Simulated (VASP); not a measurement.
Wanted: the native input for a VASP 6.6.1 run.

```yaml
Task: relaxation of cell and atoms
Functional: LDA
Potentials_or_basis: VASP PAW LDA potentials, release 64 (Zn, S)
Cutoff: 600 eV
k_mesh: 9 × 9 × 6
Occupations: gaussian, width 0.02 eV
Spin: no spin polarisation
Dipole_correction: no
Further_INCAR_settings: ALGO = Normal; EDIFF = 1e-07; IBRION = 2; EDIFFG = -0.005; NSW = 70; ISIF = 3
```

The structure of ZnS lies in POSCAR:

```
ZnS
1.0
    3.8455096032      0.0000000000      0.0000000000
   -1.9227548016      3.3303090069      0.0000000000
    0.0000000000      0.0000000000      6.3052911691
Zn S
2 2
Direct
    0.3333333333      0.6666666667      0.0052193967
    0.6666666667      0.3333333333      0.5052193967
    0.3333333333      0.6666666667      0.3797806033
    0.6666666667      0.3333333333      0.8797806033
```

The input as run:

INCAR

```
SYSTEM = ZnS
ALGO = Normal ; EDIFF = 1E-7
EDIFFG = -0.005 ; ENCUT = 600
GGA = CA ; IBRION = 2
ISIF = 3 ; ISMEAR = 0
LASPH = .TRUE. ; LCHARG = .FALSE.
LREAL = .FALSE. ; LWAVE = .FALSE.
NELM = 60 ; NSW = 70
PREC = Accurate ; SIGMA = 0.02
```

KPOINTS

```
k-points
0
G
  9 9 6
  0 0 0
```

Potentials or basis: VASP PAW LDA potentials, release 64 (Zn, S).

Command:

```sh
$ cat potpaw_LDA.64/Zn/POTCAR potpaw_LDA.64/S/POTCAR > POTCAR
$ mpirun -np 1 vasp_std > vasp.out
```

It gave:

| Item | Value |
| --- | --- |
| Relaxed volume | 18.64 Å³/atom |
| Relaxed cell | a = 3.742 Å, b = 3.742 Å, c = 6.149 Å, α = 90.00°, β = 90.00°, γ = 120.00° |
| Space group after relaxing (to 0.1 Å) | P6_3mc (No. 186) |
| Energy gained by relaxing | 29.8 meV/atom |
| Ionic steps | 8 |
| Pressure after relaxing | 0.0 GPa |
| Band gap on the k mesh | 2.21 eV |

It took 4.2 min on 1 thread of Intel(R) Xeon(R) Platinum 8488C (Sapphire Rapids) (shared host), peak memory 0.25 GiB.
